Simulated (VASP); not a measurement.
# WO (P6_3/mmc) in VASP: single point with r2SCAN+U

Aim: the single point of WO with r2SCAN+U.

Everything below comes from runs of VASP 6.6.1. Logs are shortened: lines on timing, memory, paths and dates and some standing lists are left out, and cuts for length are marked.

## 1. The cell of the first run

Symmetry: P6_3/mmc, No. 194, hexagonal system. Conventional cell: a = 3.401 Å, b = 3.401 Å, c = 5.842 Å, α = 90.00°, β = 90.00°, γ = 120.00°. Within 3.2 Å of W (site symmetry -3m) lie 6 O at 2.45 Å and 2 W at 2.92 Å. O (site symmetry -6m2) has 6 W at 2.45 Å within 3.2 Å.

## 2. Single point, r2SCAN+U, collinear spin

POSCAR reads:

```
WO
1.0
    3.4009025403      0.0000000001      0.0000000000
   -1.7004512702      2.9452679956      0.0000000000
    0.0000000000      0.0000000000      5.8422232241
W O
2 2
Direct
    0.0000000000      0.0000000000      0.0000000000
    0.0000000000      0.0000000000      0.5000000000
    0.3333333333      0.6666666667      0.2500000000
    0.6666666667      0.3333333333      0.7500000000
```

INCAR.step1 reads:

```
SYSTEM = WO
  PREC = Accurate
  ENCUT = 520
  ISMEAR = 0
  SIGMA = 0.1
  LREAL = .FALSE.
  LASPH = .TRUE.
  NELM = 150
  ISPIN = 2
  MAGMOM = 1 1 0 0
  LMAXMIX = 4
  LDAU = .TRUE.
  LDAUTYPE = 2
  LDAUL = 2 -1
  LDAUU = 6.2 0
  LDAUJ = 0 0
  NBANDS = 32
  GGA = PE
  ALGO = Normal
  EDIFF = 1E-4
  LWAVE = .TRUE.
  LCHARG = .FALSE.
```

INCAR.step2 reads:

```
SYSTEM = WO
  PREC = Accurate
  ENCUT = 520
  EDIFF = 1E-7
  ISMEAR = 0
  SIGMA = 0.1
  LREAL = .FALSE.
  LASPH = .TRUE.
  NELM = 150
  ALGO = Normal
  ISIF = 2
  LWAVE = .FALSE.
  LCHARG = .FALSE.
  ISPIN = 2
  MAGMOM = 1 1 0 0
  LORBIT = 11
  LMAXMIX = 4
  LDAU = .TRUE.
  LDAUTYPE = 2
  LDAUL = 2 -1
  LDAUU = 6.2 0
  LDAUJ = 0 0
  LDAUPRINT = 1
  METAGGA = R2SCAN
  LMIXTAU = .TRUE.
  NBANDS = 32
  ISTART = 1
```

KPOINTS reads:

```
regular mesh
0
G
  12 12 8
  0 0 0
```

Potentials or basis: VASP PAW PBE potentials, release 64 (W_sv, O).

On the command line:

```sh
$ cat potpaw_PBE.64/W_sv/POTCAR potpaw_PBE.64/O/POTCAR > POTCAR
$ cp INCAR.step1 INCAR
$ mpirun -np 1 vasp_std > vasp.out
$ cp INCAR.step2 INCAR
$ mpirun -np 1 vasp_std > vasp.out
```

OUTCAR:

```text
SYSTEM = WO
   PREC = Accurate
   ENCUT = 520
   EDIFF = 1E-7
   ISMEAR = 0
   LREAL = .FALSE.
   LASPH = .TRUE.
   NELM = 150
   ISIF = 2
   ISPIN = 2
   LORBIT = 11
   METAGGA = R2SCAN
   ISTART = 1

 ion  position               nearest neighbor table
   1  0.000  0.000  0.000-   3 2.45   4 2.45   3 2.45   4 2.45   4 2.45   3 2.45   2 2.92   2 2.92

   2  0.000  0.000  0.500-   3 2.45   4 2.45   3 2.45   4 2.45   4 2.45   3 2.45   1 2.92   1 2.92

   3  0.333  0.667  0.250-   1 2.45   2 2.45   1 2.45   2 2.45   1 2.45   2 2.45
   4  0.667  0.333  0.750-   1 2.45   2 2.45   1 2.45   2 2.45   1 2.45   2 2.45

  LATTYP: Found a hexagonal cell.
 ALAT       =     3.4009025403
 C/A-ratio  =     1.7178449411

  Lattice vectors:

 A1 = (   3.4009025403,   0.0000000001,   0.0000000000)
 A2 = (  -1.7004512702,   2.9452679956,   0.0000000000)
 A3 = (   0.0000000000,   0.0000000000,   5.8422232241)

Analysis of symmetry for initial positions (statically):
=====================================================================
 Subroutine PRICEL returns:
 Original cell was already a primitive cell.

 Routine SETGRP: Setting up the symmetry group for a
 hexagonal supercell.

 Subroutine GETGRP returns: Found 24 space group operations
 (whereof 12 operations were pure point group operations)
 out of a pool of 24 trial point group operations.

The static configuration has the point symmetry D_3d.
 The point group associated with its full space group is D_6h.

Analysis of symmetry for dynamics (positions and initial velocities):
=====================================================================
 Subroutine PRICEL returns:
 Original cell was already a primitive cell.

 Routine SETGRP: Setting up the symmetry group for a
 hexagonal supercell.

 Subroutine GETGRP returns: Found 24 space group operations
 (whereof 12 operations were pure point group operations)
 out of a pool of 24 trial point group operations.

The dynamic configuration has the point symmetry D_3d.
 The point group associated with its full space group is D_6h.

Analysis of structural, dynamic, and magnetic symmetry:
=====================================================================
 Subroutine PRICEL returns:
 Original cell was already a primitive cell.

 Routine SETGRP: Setting up the symmetry group for a
 hexagonal supercell.

 Subroutine GETGRP returns: Found 24 space group operations
 (whereof 12 operations were pure point group operations)
 out of a pool of 24 trial point group operations.

The overall configuration has the point symmetry D_3d.
 The point group associated with its full space group is D_6h.

 Subroutine INISYM returns: Found 24 space group operations
 (whereof 12 operations are pure point group operations),
 and found     1 'primitive' translations

----------------------------------------------------------------------------------------

                                     Primitive cell

  volume of cell :      58.5190

  direct lattice vectors                    reciprocal lattice vectors
     3.400902540  0.000000000  0.000000000     0.294039593  0.169763838  0.000000000
[... 149 lines left out ...]
 -0.0000  0.0000  0.3604  0.0000 -0.0000
 -0.0196  0.0000  0.0000  0.0589  0.0000
 -0.0000 -0.0196 -0.0000  0.0000  0.0448

 occupancies and eigenvectors

  o =  0.0311  v =  0.0000  0.0000  0.0000  0.0000  0.0000 -0.2747  0.5421  0.0000 -0.1934  0.7702      0.0000  0.0000  0.0000  0.0000  0.0000  0.0000  0.0000  0.0000  0.0000  0.0000
  o =  0.0311  v =  0.0000  0.0000  0.0000  0.0000  0.0000 -0.7702 -0.1934 -0.0000 -0.5421 -0.2747      0.0000  0.0000  0.0000  0.0000  0.0000  0.0000  0.0000  0.0000  0.0000  0.0000
  o =  0.0727  v =  0.0000  0.0000  0.0000  0.0000  0.0000  0.1933  0.7702 -0.0000 -0.2747 -0.5422      0.0000  0.0000  0.0000  0.0000  0.0000  0.0000  0.0000  0.0000  0.0000  0.0000
  o =  0.0727  v =  0.0000  0.0000  0.0000  0.0000  0.0000 -0.5422  0.2747 -0.0000  0.7702 -0.1933      0.0000  0.0000  0.0000  0.0000  0.0000  0.0000  0.0000  0.0000  0.0000  0.0000
  o =  0.1081  v = -0.1760 -0.8022  0.0000  0.2859  0.4938  0.0000  0.0000  0.0000  0.0000  0.0000      0.0000  0.0000  0.0000  0.0000  0.0000  0.0000  0.0000  0.0000  0.0000  0.0000
  o =  0.1081  v =  0.4938 -0.2859  0.0000 -0.8022  0.1760  0.0000  0.0000  0.0000  0.0000  0.0000      0.0000  0.0000  0.0000  0.0000  0.0000  0.0000  0.0000  0.0000  0.0000  0.0000
  o =  0.3604  v =  0.0000  0.0000  0.0000  0.0000  0.0000  0.0000 -0.0000 -1.0000 -0.0000  0.0000      0.0000  0.0000  0.0000  0.0000  0.0000  0.0000  0.0000  0.0000  0.0000  0.0000
  o =  0.8029  v = -0.0000 -0.0000 -1.0000 -0.0000 -0.0000  0.0000  0.0000  0.0000  0.0000  0.0000      0.0000  0.0000  0.0000  0.0000  0.0000  0.0000  0.0000  0.0000  0.0000  0.0000
  o =  0.8280  v =  0.2859 -0.4938  0.0000  0.1760 -0.8022  0.0000  0.0000  0.0000  0.0000  0.0000      0.0000  0.0000  0.0000  0.0000  0.0000  0.0000  0.0000  0.0000  0.0000  0.0000
  o =  0.8280  v =  0.8022  0.1760 -0.0000  0.4938  0.2859  0.0000  0.0000  0.0000  0.0000  0.0000      0.0000  0.0000  0.0000  0.0000  0.0000  0.0000  0.0000  0.0000  0.0000  0.0000

atom =   2  type =  1  l = 2

 onsite density matrix

spin component  1

  0.6302 -0.0000 -0.0000 -0.3213 -0.0000
 -0.0000  0.3059  0.0000  0.0000 -0.3213
 -0.0000  0.0000  0.8029  0.0000 -0.0000
 -0.3213  0.0000  0.0000  0.3059  0.0000
 -0.0000 -0.3213 -0.0000  0.0000  0.6302

spin component  2

  0.0448  0.0000 -0.0000  0.0196 -0.0000
  0.0000  0.0589 -0.0000  0.0000  0.0196
 -0.0000 -0.0000  0.3604 -0.0000 -0.0000
  0.0196  0.0000 -0.0000  0.0589 -0.0000
 -0.0000  0.0196 -0.0000 -0.0000  0.0448

 occupancies and eigenvectors

  o =  0.0311  v =  0.0000  0.0000  0.0000  0.0000  0.0000 -0.2746 -0.5422  0.0000  0.1933  0.7703      0.0000  0.0000  0.0000  0.0000  0.0000  0.0000  0.0000  0.0000  0.0000  0.0000
  o =  0.0311  v =  0.0000  0.0000  0.0000  0.0000  0.0000 -0.7703  0.1933 -0.0000  0.5422 -0.2746      0.0000  0.0000  0.0000  0.0000  0.0000  0.0000  0.0000  0.0000  0.0000  0.0000
  o =  0.0727  v =  0.0000  0.0000  0.0000  0.0000  0.0000  0.1932 -0.7703 -0.0000  0.2745 -0.5422      0.0000  0.0000  0.0000  0.0000  0.0000  0.0000  0.0000  0.0000  0.0000  0.0000
  o =  0.0727  v =  0.0000  0.0000  0.0000  0.0000  0.0000 -0.5422 -0.2745 -0.0000 -0.7703 -0.1932      0.0000  0.0000  0.0000  0.0000  0.0000  0.0000  0.0000  0.0000  0.0000  0.0000
  o =  0.1081  v =  0.1760 -0.8022 -0.0000  0.2859 -0.4937  0.0000  0.0000  0.0000  0.0000  0.0000      0.0000  0.0000  0.0000  0.0000  0.0000  0.0000  0.0000  0.0000  0.0000  0.0000
  o =  0.1081  v = -0.4937 -0.2859 -0.0000 -0.8022 -0.1760  0.0000  0.0000  0.0000  0.0000  0.0000      0.0000  0.0000  0.0000  0.0000  0.0000  0.0000  0.0000  0.0000  0.0000  0.0000
  o =  0.3604  v =  0.0000  0.0000  0.0000  0.0000  0.0000  0.0000  0.0000 -1.0000  0.0000  0.0000      0.0000  0.0000  0.0000  0.0000  0.0000  0.0000  0.0000  0.0000  0.0000  0.0000
  o =  0.8029  v = -0.0000  0.0000 -1.0000  0.0000 -0.0000  0.0000  0.0000  0.0000  0.0000  0.0000      0.0000  0.0000  0.0000  0.0000  0.0000  0.0000  0.0000  0.0000  0.0000  0.0000
  o =  0.8280  v =  0.2859  0.4938  0.0000 -0.1760 -0.8022  0.0000  0.0000  0.0000  0.0000  0.0000      0.0000  0.0000  0.0000  0.0000  0.0000  0.0000  0.0000  0.0000  0.0000  0.0000
  o =  0.8280  v =  0.8022 -0.1760 -0.0000 -0.4938  0.2859  0.0000  0.0000  0.0000  0.0000  0.0000      0.0000  0.0000  0.0000  0.0000  0.0000  0.0000  0.0000  0.0000  0.0000  0.0000

 number of electron      39.9999998 magnetization       5.3538305

 Free energy of the ion-electron system (eV)
  ---------------------------------------------------
  ext. energy  EPLUGINS =         0.00000000
  ---------------------------------------------------
  free energy    TOTEN  =      -103.98490643 eV

  energy without entropy =     -103.98101148  energy(sigma->0) =     -103.98295895

 E-fermi :   8.6384     XC(G=0): -12.2877

 val. band max:        8.6362371441   @ k =   0.0833  -0.0000   0.3750
 cond. band min:       8.6422860231   @ k =   0.2500   0.2500   0.5000
 fundamental gap:      0.0060488790
 Fermi energy:         8.6383833331

 spin component 1

 k-point     1 :       0.0000    0.0000    0.0000
  band No.  band energies     occupation
      1     -69.8745      1.00000
      2     -69.8468      1.00000
      3     -33.6791      1.00000
      4     -33.6791      1.00000
      5     -33.6365      1.00000
      6     -33.6325      1.00000
[... 1673 lines left out ...]
     31      18.9293      0.00000
     32      21.2769      0.00000

 [... further k-points ...]

------------------------ aborting loop because EDIFF is reached ----------------------------------------

  FORCE on cell =-STRESS in cart. coord.  units (eV):
  Direction    XX          YY          ZZ          XY          YZ          ZX
  --------------------------------------------------------------------------------------
  -------------------------------------------------------------------------------------
  Total       -3.6293889     -3.6293889     -6.1462940     -0.0000000      0.0000000      0.0000000
  in kB      -99.3680902    -99.3680902   -168.2777759     -0.0000000      0.0000000      0.0000000
  external PRESSURE =    -122.3379854 kB  Pullay stress =       0.0000000 kB

 VOLUME and BASIS-vectors are now :
 -----------------------------------------------------------------------------
  energy-cutoff  :      520.00
  volume of cell :       58.52
      direct lattice vectors                 reciprocal lattice vectors
     3.400902540  0.000000000  0.000000000     0.294039593  0.169763838  0.000000000
    -1.700451270  2.945267996  0.000000000    -0.000000000  0.339527677  0.000000000
     0.000000000  0.000000000  5.842223224     0.000000000  0.000000000  0.171167715

 POSITION                                       TOTAL-FORCE (eV/Angst)
 -----------------------------------------------------------------------------------
      0.00000      0.00000      0.00000         0.000000      0.000000      0.000000
      0.00000      0.00000      2.92111         0.000000      0.000000      0.000000
     -0.00000      1.96351      1.46056        -0.000000      0.000000      0.000000
      1.70045      0.98176      4.38167         0.000000     -0.000000     -0.000000
 -----------------------------------------------------------------------------------
    total drift:                                0.000000     -0.000000      0.000000

  FREE ENERGIE OF THE ION-ELECTRON SYSTEM (eV)
  ---------------------------------------------------
  free  energy   TOTEN  =      -103.9849064282 eV

  energy  without entropy=     -103.9810114775  energy(sigma->0) =     -103.98295895

 total charge

# of ion       s       p       d       tot
------------------------------------------
    1        2.286   6.105   3.207  11.598
    2        2.286   6.105   3.207  11.598
    3        1.581   3.376   0.000   4.957
    4        1.581   3.376   0.000   4.957
--------------------------------------------------
tot          7.734  18.962   6.413  33.110

 magnetization (x)

# of ion       s       p       d       tot
------------------------------------------
    1        0.075   0.015   2.090   2.180
    2        0.075   0.015   2.090   2.180
    3        0.024   0.132   0.000   0.156
    4        0.024   0.132   0.000   0.156
--------------------------------------------------
tot          0.199   0.295   4.179   4.673
```

Wall time 44 min (1 thread of Oxide Virtual Turin-like, shared host); peak memory 0.37 GiB.

Results:

```
Free energy                                           : -103.9849 eV
Pressure                                              : -12.2 GPa
Net moment                                            : 5.35 μB per cell
Site moments                                          : W +2.18; O +0.16 μB
Valence electrons inside the program's atomic spheres : W 11.60; O 4.96
```

Levels at points of the mesh, in eV from the Fermi level:
Spin up:
| k point | band 21 | band 22 | band 23 | band 24 | band 25 | band 26 |
| --- | --- | --- | --- | --- | --- | --- |
| (0.00, 0.00, 0.00) | -4.70 | -4.24 | -1.45 | 1.90 | 1.90 | 1.95 |
| (0.50, 0.00, 0.00) | -3.10 | -1.44 | 0.24 | 1.91 | 2.24 | 3.26 |
| (0.00, 0.00, 0.50) | -4.28 | -4.28 | -1.18 | -1.18 | 2.04 | 2.04 |
| (0.50, 0.00, 0.50) | -2.88 | -2.88 | 0.76 | 0.76 | 2.69 | 2.69 |
Spin down:
```tsv
k point	band 13	band 14	band 15	band 16	band 17	band 18	band 19	band 20	band 21	band 22
(0.00, 0.00, 0.00)	-6.35	-5.44	-5.20	-5.20	-3.46	-2.55	1.47	1.47	1.50	1.50
(0.50, 0.00, 0.00)	-6.82	-6.46	-6.41	-5.74	-2.66	0.85	1.22	1.88	3.05	3.52
(0.00, 0.00, 0.50)	-5.84	-5.84	-5.84	-5.84	-1.20	-1.20	0.23	0.23	2.21	2.21
(0.50, 0.00, 0.50)	-6.47	-6.47	-6.11	-6.11	-0.75	-0.75	1.60	1.60	2.58	2.58
```

Eigenvalues of the final occupation matrices:
```tsv
site	spin	trace	eigenvalues
site 1 d	1	2.68	0.11 0.11 0.80 0.83 0.83
site 1 d	2	0.57	0.03 0.03 0.07 0.07 0.36
site 2 d	1	2.68	0.11 0.11 0.80 0.83 0.83
site 2 d	2	0.57	0.03 0.03 0.07 0.07 0.36
```

Caveat: the cell stands under tension; the PAW data sets were made with another functional, which shifts forces and pressure a little; spin-orbit coupling is left out, which moves the levels of the heavy elements.
